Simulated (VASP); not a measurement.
Runs of VASP 6.6.1 on H. The structure is that of space group Cmmm (No. 65), or close to it. The cells are those of the table. 

```csv
cell,gap on the mesh (eV),pressure (GPa),largest force (eV/Å)
"a = 2.923, b = 2.923, c = 7.521 Å, angles 90.0, 90.0, 117.8°, 4 atoms",8.50,4.5,3.85
"a = 3.091, b = 3.091, c = 6.728 Å, angles 90.0, 90.0, 117.8°, 4 atoms",8.20,2.0,(a)
"a = 3.002, b = 3.002, c = 7.130 Å, angles 90.0, 90.0, 117.8°, 4 atoms",8.54,3.2,2.88
"a = 3.234, b = 3.234, c = 6.144 Å, angles 90.0, 90.0, 117.8°, 4 atoms",7.60,0.2,0.61
"a = 3.437, b = 3.437, c = 5.441 Å, angles 90.0, 90.0, 117.8°, 4 atoms",6.62,-1.7,0.87
"a = 3.280, b = 3.280, c = 5.972 Å, angles 90.0, 90.0, 117.8°, 4 atoms",7.39,-0.3,0.23
"a = 3.368, b = 3.368, c = 5.665 Å, angles 90.0, 90.0, 117.8°, 4 atoms",6.97,-1.1,0.41
"a = 3.139, b = 3.139, c = 6.523 Å, angles 90.0, 90.0, 117.8°, 4 atoms",(b),1.4,1.45
```

Alike in all rows: task single point; level LDA; potentials or basis VASP PAW LDA potentials, release 64 (H); no spin polarisation; k mesh 10 × 10 × 4; cutoff (eV) 520; smearing gaussian 0.05 eV.

Q: Fill in the values left out.

A: (a) 1.92; (b) 8.01.

Caveats: forces of over 1 eV/Å act on the atoms, so gaps and moduli don't describe the material at rest (some runs).

A k mesh can miss the band edges.
